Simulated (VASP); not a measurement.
Input of a VASP 6.6.1 run:

INCAR

```
SYSTEM = Al
ALGO = Normal
EDIFF = 1E-6
ENCUT = 520
GGA = CA
ISIF = 2
ISMEAR = -1
LASPH = .True.
LCHARG = .True.
LELF = .True.
LREAL = .False.
LVHAR = .True.
LWAVE = .False.
NBANDS = 8
NELM = 60
PREC = Accurate
SIGMA = 0.03
```

File KPOINTS:

```
k-points
0
Gamma
  17 17 17
  0 0 0
```

Contents of POSCAR:

```
Al
1.0
    0.0000000000      1.9826626923      1.9826626923
    1.9826626923      0.0000000000      1.9826626923
    1.9826626923      1.9826626923      0.0000000000
Al
1
Direct
    0.0000000000      0.0000000000      0.0000000000
```

Potentials or basis: VASP PAW LDA potentials, release 64 (Al).

Command:

```console
$ cat potpaw_LDA.64/Al/POTCAR > POTCAR
$ mpirun -np 1 vasp_std > vasp.out
```

Q: What does it give for the pressure?

A: 1.2 GPa.

Q: What does it give for the band gap on the k mesh?

A: Zero (an odd number of electrons rules out a gap without spin polarisation).
